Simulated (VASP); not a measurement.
# Eu (Im-3m) in VASP: further runs, part 2 of 2

VASP 6.6.1. Earlier steps stand in the parts before.

## 4. Single point, PBE, collinear spin, ferromagnetic start

File INCAR:

```
SYSTEM = Eu
  PREC = Accurate
  ENCUT = 520
  EDIFF = 1E-6
  ISMEAR = -1
  SIGMA = 1.0
  LREAL = .FALSE.
  LASPH = .TRUE.
  NELM = 150
  ALGO = Normal
  ISIF = 2
  LWAVE = .FALSE.
  LCHARG = .FALSE.
  ISPIN = 2
  MAGMOM = 7.02
  LORBIT = 11
  LMAXMIX = 6
  GGA = PE
  NBANDS = 18
```

File KPOINTS:

```
regular mesh
0
G
  10 10 10
  0 0 0
```

File POSCAR:

```
Eu
1.0
   -2.1939508085      2.1939508085      2.1939508085
    2.1939508085     -2.1939508085      2.1939508085
    2.1939508085      2.1939508085     -2.1939508085
Eu
1
Direct
    0.0000000000      0.0000000000      0.0000000000
```

Potentials or basis: VASP PAW PBE potentials, release 64 (Eu).

Run with:

```
$ cat potpaw_PBE.64/Eu/POTCAR > POTCAR
$ mpirun -np 1 vasp_std > vasp.out
```

OUTCAR:

```text
SYSTEM = Eu
   PREC = Accurate
   ENCUT = 520
   EDIFF = 1E-6
   ISMEAR = -1
   LREAL = .FALSE.
   LASPH = .TRUE.
   NELM = 150
   ISIF = 2
   ISPIN = 2
   LORBIT = 11
   GGA = PE

 ion  position               nearest neighbor table
   1  0.000  0.000  0.000-

  LATTYP: Found a body centered cubic cell.
 ALAT       =     4.3879016170

  Lattice vectors:

 A1 = (  -2.1939508085,   2.1939508085,   2.1939508085)
 A2 = (   2.1939508085,  -2.1939508085,   2.1939508085)
 A3 = (   2.1939508085,   2.1939508085,  -2.1939508085)

Analysis of symmetry for initial positions (statically):
=====================================================================
 Subroutine PRICEL returns:
[... 1212 lines left out ...]
  in kB       11.9582898     11.9582898     11.9582898      0.0000000      0.0000000     -0.0000000
  external PRESSURE =      11.9582898 kB  Pullay stress =       0.0000000 kB

 VOLUME and BASIS-vectors are now :
 -----------------------------------------------------------------------------
  energy-cutoff  :      520.00
  volume of cell :       42.24
      direct lattice vectors                 reciprocal lattice vectors
    -2.193950808  2.193950808  2.193950808     0.000000000  0.227899367  0.227899367
     2.193950808 -2.193950808  2.193950808     0.227899367  0.000000000  0.227899367
     2.193950808  2.193950808 -2.193950808     0.227899367  0.227899367  0.000000000

 POSITION                                       TOTAL-FORCE (eV/Angst)
 -----------------------------------------------------------------------------------
      0.00000      0.00000      0.00000        -0.000000      0.000000     -0.000000
 -----------------------------------------------------------------------------------
    total drift:                               -0.000000     -0.000000     -0.000000

  FREE ENERGIE OF THE ION-ELECTRON SYSTEM (eV)
  ---------------------------------------------------
  free  energy   TOTEN  =       -15.5846899439 eV

  energy  without entropy=       -6.0530199029  energy(sigma->0) =      -10.81885492

 total charge

# of ion       s       p       d       f       tot
--------------------------------------------------
    1        2.058   5.649   0.511   6.352  14.570

 magnetization (x)

# of ion       s       p       d       f       tot
--------------------------------------------------
    1       -0.000  -0.064   0.121   4.784   4.842
```

OSZICAR:

```text
N       E                     dE             d eps       ncg     rms          rms(c)
DAV:   1     0.101869795668E+03    0.10187E+03   -0.64089E+03  4108   0.403E+03
DAV:   2     0.329100188258E+01   -0.98579E+02   -0.88333E+02  4194   0.291E+02
DAV:   3    -0.121891346020E+02   -0.15480E+02   -0.14829E+02  5070   0.984E+01
DAV:   4    -0.137762557487E+02   -0.15871E+01   -0.15562E+01  6602   0.256E+01
DAV:   5    -0.138657658512E+02   -0.89510E-01   -0.88570E-01  5802   0.651E+00    0.210E+01
DAV:   6    -0.155196878293E+02   -0.16539E+01   -0.23887E+00  4564   0.354E+01    0.129E+01
DAV:   7    -0.161431667524E+02   -0.62348E+00   -0.35965E+00  4648   0.336E+01    0.170E+01
DAV:   8    -0.155994718345E+02    0.54369E+00   -0.54639E-01  4446   0.188E+01    0.823E+00
DAV:   9    -0.156019666105E+02   -0.24948E-02   -0.47153E-02  6248   0.251E+00    0.348E+00
DAV:  10    -0.155830126830E+02    0.18954E-01   -0.26252E-02  5272   0.363E+00    0.117E+00
DAV:  11    -0.155846054521E+02   -0.15928E-02   -0.37923E-03  6084   0.704E-01    0.195E-01
DAV:  12    -0.155846910770E+02   -0.85625E-04   -0.39595E-04  6174   0.113E-01    0.114E-01
DAV:  13    -0.155846960755E+02   -0.49986E-05   -0.57608E-05  5980   0.558E-02    0.552E-02
DAV:  14    -0.155846889927E+02    0.70829E-05   -0.26209E-05  5190   0.720E-02    0.241E-02
DAV:  15    -0.155846892493E+02   -0.25667E-06   -0.10036E-05  3172   0.204E-02    0.100E-02
DAV:  16    -0.155846899439E+02   -0.69454E-06   -0.74113E-06  3054   0.147E-02
   1 F= -.15584690E+02 E0= -.10818855E+02  d E =-.953167E+01  mag=     5.1542
```

stdout:

```text
POSCAR found type information on POSCAR Eu
 POSCAR found :  1 types and       1 ions
 scaLAPACK will be used
 LDA part: xc-table for (Slater+PW92), standard interpolation
 POSCAR, INCAR and KPOINTS ok, starting setup
 FFT: planning ... GRIDC
 FFT: planning ... GRID_SOFT
 FFT: planning ... GRID
 WAVECAR not read
 entering main loop
```

Run time: 3 min. Hardware: 1 thread of Intel Xeon 8259CL, shared host; peak memory 0.22 GiB.

What came out:

```
Free energy                                           : -15.5847 eV
Pressure                                              : 1.2 GPa
Net moment                                            : 5.15 μB per cell
Site moments                                          : Eu +4.84 μB
Valence electrons inside the program's atomic spheres : Eu 14.57
```

Caveat: so wide a smearing shifts energies and pressures; spin-orbit coupling is left out, which moves the levels of the heavy elements; semilocal functionals describe open f shells poorly, which spoils levels, moments and volumes.

## 5. Single point, PBE, collinear spin, ferromagnetic start

File INCAR:

```
SYSTEM = Eu
PREC = Accurate
ENCUT = 520
EDIFF = 1E-7
ISMEAR = 0
SIGMA = 0.01
LREAL = .FALSE.
LASPH = .TRUE.
NELM = 150
ALGO = Normal
ISIF = 2
LWAVE = .FALSE.
LCHARG = .FALSE.
ISPIN = 2
MAGMOM = 7.02
LORBIT = 11
LMAXMIX = 6
GGA = PE
NBANDS = 18
```

KPOINTS is that of step 4.

POSCAR is that of step 4.

Potentials or basis: VASP PAW PBE potentials, release 64 (Eu).

Run with:

```
$ cat potpaw_PBE.64/Eu/POTCAR > POTCAR
$ mpirun -np 1 vasp_std > vasp.out
```

OUTCAR:

```text
SYSTEM = Eu
   PREC = Accurate
   ENCUT = 520
   EDIFF = 1E-7
   ISMEAR = 0
   LREAL = .FALSE.
   LASPH = .TRUE.
   NELM = 150
   ISIF = 2
   ISPIN = 2
   LORBIT = 11
   GGA = PE

 ion  position               nearest neighbor table
   1  0.000  0.000  0.000-

  LATTYP: Found a body centered cubic cell.
 ALAT       =     4.3879016170

  Lattice vectors:

 A1 = (  -2.1939508085,   2.1939508085,   2.1939508085)
 A2 = (   2.1939508085,  -2.1939508085,   2.1939508085)
 A3 = (   2.1939508085,   2.1939508085,  -2.1939508085)

Analysis of symmetry for initial positions (statically):
=====================================================================
 Subroutine PRICEL returns:
 Original cell was already a primitive cell.

 Routine SETGRP: Setting up the symmetry group for a
 body centered cubic supercell.

 Subroutine GETGRP returns: Found 48 space group operations
 (whereof 48 operations were pure point group operations)
 out of a pool of 48 trial point group operations.

The static configuration has the point symmetry O_h .

Analysis of symmetry for dynamics (positions and initial velocities):
=====================================================================
 Subroutine PRICEL returns:
 Original cell was already a primitive cell.

 Routine SETGRP: Setting up the symmetry group for a
 body centered cubic supercell.

 Subroutine GETGRP returns: Found 48 space group operations
 (whereof 48 operations were pure point group operations)
 out of a pool of 48 trial point group operations.

The dynamic configuration has the point symmetry O_h .

Analysis of structural, dynamic, and magnetic symmetry:
=====================================================================
 Subroutine PRICEL returns:
 Original cell was already a primitive cell.

 Routine SETGRP: Setting up the symmetry group for a
 body centered cubic supercell.

 Subroutine GETGRP returns: Found 48 space group operations
 (whereof 48 operations were pure point group operations)
[... 131 lines left out ...]
 spin polarized calculation
 Gauss-broadening in eV      SIGMA  =   0.01
  energy-cutoff  :      520.00
  volume of cell :       42.24
 maximum number of plane-waves:      1157
   NGX = 15   NGY = 15   NGZ = 15

 number of electron      16.9999992 magnetization       7.3938011

 Free energy of the ion-electron system (eV)
  ---------------------------------------------------
  ext. energy  EPLUGINS =         0.00000000
  ---------------------------------------------------
  free energy    TOTEN  =       -11.43623228 eV

  energy without entropy =      -11.43617945  energy(sigma->0) =      -11.43620586

 E-fermi :   2.1508     XC(G=0):  -8.8036

 val. band max:        2.1419919073   @ k =   0.3000   0.2000   0.2000
 cond. band min:       2.1545317889   @ k =   0.5000   0.5000   0.2000
 fundamental gap:      0.0125398816
 Fermi energy:         2.1508333769

 spin component 1

 k-point     1 :       0.0000    0.0000    0.0000
  band No.  band energies     occupation
      1     -39.5471      1.00000
      2     -18.1092      1.00000
      3     -18.1092      1.00000
      4     -18.1092      1.00000
      5      -2.3226      1.00000
      6       1.5796      1.00000
[... 493 lines left out ...]
     17       6.1817      0.00000
     18      10.4397      0.00000

 [... further k-points ...]

 spin component 2

 k-point     1 :       0.0000    0.0000    0.0000
  band No.  band energies     occupation
      1     -36.4065      1.00000
      2     -15.7610      1.00000
      3     -15.7610      1.00000
      4     -15.7610      1.00000
      5      -1.4580      1.00000
      6       4.9231      0.00000
[... 493 lines left out ...]
     17       7.4727      0.00000
     18      11.6726      0.00000

 [... further k-points ...]

------------------------ aborting loop because EDIFF is reached ----------------------------------------

  FORCE on cell =-STRESS in cart. coord.  units (eV):
  Direction    XX          YY          ZZ          XY          YZ          ZX
  --------------------------------------------------------------------------------------
  -------------------------------------------------------------------------------------
  Total       -0.0553384     -0.0553384     -0.0553384      0.0000000      0.0000000      0.0000000
  in kB       -2.0989249     -2.0989249     -2.0989249      0.0000000      0.0000000      0.0000000
  external PRESSURE =      -2.0989249 kB  Pullay stress =       0.0000000 kB

 VOLUME and BASIS-vectors are now :
 -----------------------------------------------------------------------------
  energy-cutoff  :      520.00
  volume of cell :       42.24
      direct lattice vectors                 reciprocal lattice vectors
    -2.193950808  2.193950808  2.193950808     0.000000000  0.227899367  0.227899367
     2.193950808 -2.193950808  2.193950808     0.227899367  0.000000000  0.227899367
     2.193950808  2.193950808 -2.193950808     0.227899367  0.227899367  0.000000000

 POSITION                                       TOTAL-FORCE (eV/Angst)
 -----------------------------------------------------------------------------------
      0.00000      0.00000      0.00000        -0.000000      0.000000     -0.000000
 -----------------------------------------------------------------------------------
    total drift:                               -0.000000     -0.000000     -0.000000

  FREE ENERGIE OF THE ION-ELECTRON SYSTEM (eV)
  ---------------------------------------------------
  free  energy   TOTEN  =       -11.4362322798 eV

  energy  without entropy=      -11.4361794500  energy(sigma->0) =      -11.43620586

 total charge

# of ion       s       p       d       f       tot
--------------------------------------------------
    1        2.084   5.712   0.293   6.647  14.736

 magnetization (x)

# of ion       s       p       d       f       tot
--------------------------------------------------
    1       -0.003  -0.091   0.149   6.645   6.701
```

Wall time 3.2 min (1 thread of Intel Xeon 8259CL, shared host); peak memory 0.22 GiB.

What came out:

* Free energy: -11.4362 eV
* Pressure: -0.2 GPa
* Net moment: 7.39 μB per cell
* Site moments: Eu +6.70 μB
* Valence electrons inside the program's atomic spheres: Eu 14.74

Caveat: spin-orbit coupling is left out, which moves the levels of the heavy elements; semilocal functionals describe open f shells poorly, which spoils levels, moments and volumes. The state reached can hang on the start; a lower one may exist.

## 6. The runs side by side

```csv
smearing,gap on the mesh (eV),pressure (GPa),moment (μB)
fermi-dirac 0.3 eV,none,-0.1,7.32
fermi-dirac 0.6 eV,none,0.1,6.99
fermi-dirac 1 eV,none,1.2,5.15
gaussian 0.01 eV,none,-0.2,7.39
```

Alike in all rows: task single point; level PBE; potentials or basis VASP PAW PBE potentials, release 64 (Eu); spin collinear, ferromagnetic start; cell as given; k mesh 10 × 10 × 10; cutoff (eV) 520.

Caveats: spin-orbit coupling is left out, which moves the levels of the heavy elements; semilocal functionals describe open f shells poorly, which spoils levels, moments and volumes; so wide a smearing shifts energies and pressures (at least some runs).

Total energies depend on the potentials used, so only differences within one code and one set of settings carry meaning.

The gap in the log of VASP goes by the Fermi energy; the results here count the filled bands.